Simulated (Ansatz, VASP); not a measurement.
# Co: VASP beside Ansatz

```
Co
1.0
     2.49160    0.00000    0.00000
    -1.24580    2.15778    0.00000
     0.00000    0.00000    8.09332
Co
4
Direct
  0.00000 0.00000 0.00000
  0.33333 0.66667 0.25000
  0.00000 0.00000 0.50000
  0.66667 0.33333 0.75000
```

Alike in both runs: task single point; functional PBE; k mesh 24 × 24 × 8; occupations gaussian, width 0.15 eV; collinear spin.

```csv
,VASP,Ansatz
version,VASP 6.6.1,Ansatz 0.2.0
potentials or method,"VASP PAW PBE potentials, release 64 (Co), cutoff 520 eV","scalar-relativistic, plane waves, PAW"
valence electrons in the cell,36,68
```

|  | VASP | Ansatz | Ansatz less VASP |
| --- | --- | --- | --- |
| gap on the k mesh at the Fermi level (eV) | none | none | - |
| pressure (GPa) | -0.5 | 0.2 | +0.73 |
| traceless stress, the component that is largest in VASP (GPa) | -0.22 | -0.18 | +0.049 |
| net moment per atom (μB) | 1.63 | 1.64 | +0.008 |
| size of the moment on the site where the two differ most (μB) | 1.66 | 1.72 | +0.062 |

Site moments also hang on the region over which each program counts them. A gap of «none» marks a metal or a gap that the smearing closes. VASP's potentials hold 36 valence electrons a cell and Ansatz's 68, so a difference there can come from the potentials and not from the codes.
